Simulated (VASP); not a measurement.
# Ti (I4/mmm) in VASP: notebook

Runs on Ti. Level: PBEsol. Tasks: single point.

Everything below comes from runs of VASP 6.6.1. Logs are shortened: lines on timing, memory, paths and dates and some standing lists are left out, and cuts for length are marked.

**1. The cell of the first run**

The structure is tetragonal, space group I4/mmm (No. 139). Conventional cell: a = 2.674 Å, b = 2.674 Å, c = 3.885 Å, α = 90.00°, β = 90.00°, γ = 90.00°. Within 3.5 Å of Ti (site symmetry 4/mmm) lie 12 Ti at 2.67 to 2.71 Å.

**2. Single point, PBEsol (volume 13.891 Å^3 an atom, c/a of the conventional cell 1.4530)**

INCAR reads:

```
SYSTEM = Ti
  PREC = Accurate
  ENCUT = 520
  EDIFF = 1E-6
  ISMEAR = 0
  SIGMA = 0.15
  LREAL = .FALSE.
  LASPH = .TRUE.
  NELM = 80
  ALGO = Fast
  ISIF = 2
  LWAVE = .FALSE.
  LCHARG = .FALSE.
  GGA = PS
  NBANDS = 12
```

KPOINTS reads:

```
regular mesh
0
G
  22 22 22
  0 0 0
```

POSCAR reads:

```
Ti
1.0
   -1.3370140423      1.3370140423      1.9426814035
    1.3370140423     -1.3370140423      1.9426814035
    1.3370140423      1.3370140423     -1.9426814035
Ti
1
Direct
    0.0000000000      0.0000000000      0.0000000000
```

Potentials or basis: VASP PAW PBE potentials, release 64 (Ti_sv).

Command:

```console
> cat potpaw_PBE.64/Ti_sv/POTCAR > POTCAR
> mpirun -np 1 vasp_std > vasp.out
```

OUTCAR:

```text
SYSTEM = Ti
   PREC = Accurate
   ENCUT = 520
   EDIFF = 1E-6
   ISMEAR = 0
   LREAL = .FALSE.
   LASPH = .TRUE.
   NELM = 80
   ISIF = 2
   GGA = PS

 ion  position               nearest neighbor table
   1  0.000  0.000  0.000-

  LATTYP: Found a body centered tetragonal cell.
 ALAT       =     2.6740280846
 C/A-ratio  =     1.4530000000

  Lattice vectors:

 A1 = (  -1.3370140423,   1.3370140423,   1.9426814035)
 A2 = (   1.3370140423,  -1.3370140423,   1.9426814035)
 A3 = (   1.3370140423,   1.3370140423,  -1.9426814035)

Analysis of symmetry for initial positions (statically):
=====================================================================
 Subroutine PRICEL returns:
 Original cell was already a primitive cell.

 Routine SETGRP: Setting up the symmetry group for a
 body centered tetragonal supercell.

 Subroutine GETGRP returns: Found 16 space group operations
 (whereof 16 operations were pure point group operations)
 out of a pool of 16 trial point group operations.

The static configuration has the point symmetry D_4h.

Analysis of symmetry for dynamics (positions and initial velocities):
=====================================================================
 Subroutine PRICEL returns:
 Original cell was already a primitive cell.

 Routine SETGRP: Setting up the symmetry group for a
 body centered tetragonal supercell.

 Subroutine GETGRP returns: Found 16 space group operations
 (whereof 16 operations were pure point group operations)
 out of a pool of 16 trial point group operations.

The dynamic configuration has the point symmetry D_4h.

 Subroutine INISYM returns: Found 16 space group operations
 (whereof 16 operations are pure point group operations),
 and found     1 'primitive' translations

----------------------------------------------------------------------------------------

                                     Primitive cell

  volume of cell :      13.8910

  direct lattice vectors                    reciprocal lattice vectors
    -1.337014042  1.337014042  1.942681403     0.000000000  0.373967650  0.257376222
     1.337014042 -1.337014042  1.942681403     0.373967650  0.000000000  0.257376222
     1.337014042  1.337014042 -1.942681403     0.373967650  0.373967650  0.000000000

  length of vectors
     2.710945247  2.710945247  2.710945247     0.453976126  0.453976126  0.528870123

  position of ions in fractional coordinates (direct lattice)
     0.000000000  0.000000000  0.000000000

  ion indices of the primitive-cell ions
   primitive index   ion index
                 1           1

----------------------------------------------------------------------------------------

 KPOINTS: regular mesh

Automatic generation of k-mesh.
 Grid dimensions read from file:
 generate k-points for:   22   22   22

 Generating k-lattice:

  Cartesian coordinates                     Fractional coordinates (reciprocal lattice)
     0.000000000  0.016998530  0.011698919     0.045454545  0.000000000 -0.000000000
     0.016998530  0.000000000  0.011698919     0.000000000  0.045454545 -0.000000000
     0.016998530  0.016998530  0.000000000     0.000000000  0.000000000  0.045454545

  Length of vectors
     0.020635278  0.020635278  0.024039551

  Shift w.r.t. Gamma in fractional coordinates (k-lattice)
     0.000000000  0.000000000  0.000000000

 Subroutine IBZKPT returns following result:
 ===========================================

 Found    834 irreducible k-points:

 Following reciprocal coordinates:
            Coordinates               Weight
  0.000000  0.000000  0.000000      1.000000
  0.045455 -0.000000  0.000000      8.000000
  0.090909 -0.000000  0.000000      8.000000
  0.136364 -0.000000  0.000000      8.000000
  0.181818 -0.000000  0.000000      8.000000
  0.227273 -0.000000  0.000000      8.000000
[... 16 lines left out ...]
  0.500000  0.045455  0.000000     16.000000
 -0.454545  0.045455 -0.000000     16.000000
 [... further k-points ...]
   k-points           NKPTS =    834   k-points in BZ     NKDIM =    834   number of bands    NBANDS=     12
   number of dos      NEDOS =    301   number of ions     NIONS =      1
   total plane-waves  NPLWV =   8000
   dimension x,y,z NGX =    20 NGY =   20 NGZ =   20
   dimension x,y,z NGXF=    40 NGYF=   40 NGZF=   40
   ions per type =               1
   NGX,Y,Z   is equivalent  to a cutoff of  12.26, 12.26, 12.26 a.u.
   NGXF,Y,Z  is equivalent  to a cutoff of  24.53, 24.53, 24.53 a.u.
 SYSTEM =  Ti
   PREC   = accura    normal or accurate (medium, high low for compatibility)
   ISTART =      0    job   : 0-new  1-cont  2-samecut
   ICHARG =      2    charge: 1-file 2-atom 10-const
   ISPIN  =      1    spin polarized calculation?
   LNONCOLLINEAR =      F non collinear calculations
   LSORBIT =      F    spin-orbit coupling
   LASPH  =      T    aspherical Exc in radial PAW
   ENCUT  =  520.0 eV  38.22 Ry    6.18 a.u.   5.04  5.04  5.04*2*pi/ulx,y,z
   NELM   =     80;   NELMIN=  2; NELMDL= -5     # of ELM steps
   EDIFF  = 0.1E-05   stopping-criterion for ELM
   LREAL  =      F    real-space projection
   EDIFFG = 0.1E-04   stopping-criterion for IOM
   NSW    =      0    number of steps for IOM
   IBRION =     -1    ionic relax: 0-MD 1-quasi-New 2-CG
   NFREE  =      0    steps in history (QN), initial steepest desc. (CG)
   ISIF   =      2    stress and relaxation
   ISYM   =      2    0-nonsym 1-usesym 2-fastsym
   POTIM  = 0.5000    time-step for ionic-motion
   TEBEG  =    0.0;   TEEND  =   0.0 temperature during run
   PSTRESS=    0.0 pullay stress
   NELECT =      12.0000    total number of electrons
   NUPDOWN=      -1.0000    fix difference up-down
   EMIN   =  10.00;   EMAX   =-10.00  energy-range for DOS
   EFERMI =   0.00;   METHOD = LEGACY
   ISMEAR =     0;   SIGMA  =   0.15  broadening in eV -4-tet -1-fermi 0-gaus
   EFERMI_NEDOS =   21; number of points for ismear=-14 and -15
   IALGO  =     68    algorithm
   IMIX   =      4    mixing-type and parameters
     AMIX     =   0.40;   BMIX     =  1.00
     AMIX_MAG =   1.60;   BMIX_MAG =  1.00
  volume/ion in A,a.u.               =      13.89        93.74
  Fermi-wavevector in a.u.,A,eV,Ry     =   1.559160  2.946386 33.075498  2.430981
  Thomas-Fermi vector in A             =   2.662559
   LORBIT       =      0    0 simple, 1 ext, 2 COOP (PROOUT), +10 PAW based schemes
   GGA     = PS    functional components
   LHFCALC =     F    Hartree Fock is set to
   AEXX    =    0.0000 exact exchange contribution
   IVDW    =     0    specifies the selected vdW correction
   LEPSILON=     F    determine dielectric tensor
   LRPA    =     F    only Hartree local field effects (RPA)
 non-spin polarized calculation
 RMM-DIIS sequential band-by-band and
 Gauss-broadening in eV      SIGMA  =   0.15
  energy-cutoff  :      520.00
  volume of cell :       13.89
 maximum number of plane-waves:       386
   NGX =  9   NGY =  9   NGZ =  9

 number of electron      11.9999997 magnetization

 Free energy of the ion-electron system (eV)
  ---------------------------------------------------
  ext. energy  EPLUGINS =         0.00000000
  ---------------------------------------------------
  free energy    TOTEN  =        -8.08122276 eV

  energy without entropy =       -8.06598764  energy(sigma->0) =       -8.07360520

 E-fermi :  10.6814     XC(G=0): -12.7464

 val. band max:       10.6804086684   @ k =   0.5000   0.5000   0.2273
 cond. band min:      10.6845891811   @ k =  -0.1364   0.3636   0.0909
 fundamental gap:      0.0041805127
 Fermi energy:        10.6813978012

 k-point     1 :       0.0000    0.0000    0.0000
  band No.  band energies     occupation
      1     -45.4955      2.00000
      2     -21.0709      2.00000
      3     -21.0623      2.00000
      4     -21.0623      2.00000
      5       4.1447      2.00000
      6      11.4704      0.00000
      7      11.7495      0.00000
      8      11.7495      0.00000
      9      13.6759      0.00000
     10      14.0173      0.00000
     11      27.2010      0.00000
     12      32.1823      0.00000

 k-point     2 :       0.0455   -0.0000    0.0000
  band No.  band energies     occupation
      1     -45.4896      2.00000
      2     -21.0951      2.00000
      3     -21.0715      2.00000
      4     -21.0652      2.00000
      5       4.2290      2.00000
      6      11.4706      0.00000
      7      11.7247      0.00000
      8      11.7827      0.00000
      9      13.6547      0.00000
     10      13.9902      0.00000
     11      27.3073      0.00000
     12      31.9382      0.00000

 k-point     3 :       0.0909   -0.0000    0.0000
  band No.  band energies     occupation
      1     -45.4722      2.00000
      2     -21.1801      2.00000
      3     -21.0834      2.00000
      4     -21.0738      2.00000
      5       4.4763      2.00000
      6      11.3954      0.00000
      7      11.7293      0.00000
      8      11.8745      0.00000
      9      13.6040      0.00000
     10      13.9199      0.00000
     11      27.5925      0.00000
     12      30.8494      0.00000
[... 286 lines left out ...]
 k-point    23 :       0.5000    0.0455    0.0000
  band No.  band energies     occupation
      1     -45.1921      2.00000
      2     -22.4225      2.00000
      3     -21.2665      2.00000
      4     -21.2207      2.00000
      5       7.5838      2.00000
      6      11.2954      0.00000
      7      11.5192      0.00000
      8      12.0524      0.00000
      9      15.3426      0.00000
     10      15.4746      0.00000
     11      21.5065      0.00000
     12      26.5293      0.00000

 k-point    24 :      -0.4545    0.0455   -0.0000
  band No.  band energies     occupation
      1     -45.2021      2.00000
      2     -22.3808      2.00000
      3     -21.2619      2.00000
      4     -21.2139      2.00000
      5       7.5604      2.00000
      6      11.3338      0.00000
      7      11.5191      0.00000
      8      11.8584      0.00000
      9      15.2237      0.00000
     10      15.3450      0.00000
     11      21.8984      0.00000
     12      26.6829      0.00000

 [... further k-points ...]
[... 5 lines left out ...]
  --------------------------------------------------------------------------------------
  -------------------------------------------------------------------------------------
  Total        2.4239560      2.4239560      2.3526587      0.0000000      0.0000000      0.0000000
  in kB      279.5772329    279.5772329    271.3538519      0.0000000      0.0000000      0.0000000
  external PRESSURE =     276.8361059 kB  Pullay stress =       0.0000000 kB

 VOLUME and BASIS-vectors are now :
 -----------------------------------------------------------------------------
  energy-cutoff  :      520.00
  volume of cell :       13.89
      direct lattice vectors                 reciprocal lattice vectors
    -1.337014042  1.337014042  1.942681403     0.000000000  0.373967650  0.257376222
     1.337014042 -1.337014042  1.942681403     0.373967650  0.000000000  0.257376222
     1.337014042  1.337014042 -1.942681403     0.373967650  0.373967650  0.000000000

 POSITION                                       TOTAL-FORCE (eV/Angst)
 -----------------------------------------------------------------------------------
      0.00000      0.00000      0.00000        -0.000000      0.000000      0.000000
 -----------------------------------------------------------------------------------
    total drift:                                0.000000     -0.000000      0.000000

  FREE ENERGIE OF THE ION-ELECTRON SYSTEM (eV)
  ---------------------------------------------------
  free  energy   TOTEN  =        -8.0812227597 eV

  energy  without entropy=       -8.0659876397  energy(sigma->0) =       -8.07360520
```

Run time: 1.8 min. Hardware: 1 thread of AMD EPYC 9R45 (Zen 5), shared host; peak memory 0.21 GiB.

Results:

```yaml
Free_energy: -8.0812 eV
Pressure: 27.7 GPa
Band_gap_on_the_k_mesh: zero (band 6 reaches 11.58 eV, above the bottom of band 7 at 10.02 eV)
```

Levels at points of the mesh, in eV from the Fermi level:
```tsv
k point	band 2	band 3	band 4	band 5	band 6	band 7	band 8	band 9	band 10	band 11
(0.00, 0.00, 0.00)	-31.75	-31.74	-31.74	-6.54	0.79	1.07	1.07	2.99	3.34	16.52
(0.50, 0.00, 0.00)	-33.12	-31.94	-31.89	-3.16	0.63	0.94	1.41	4.59	4.72	10.82
(0.50, 0.50, 0.00)	-33.01	-32.27	-32.20	-3.50	-2.47	4.32	4.62	4.94	5.16	13.71
(0.50, 0.50, 0.50)	-33.01	-32.17	-32.17	-3.48	-2.40	3.74	4.65	5.04	5.04	14.38
```

Caveat: the PAW data sets were made with another functional, which shifts forces and pressure a little.

[end of part 1 of 2]
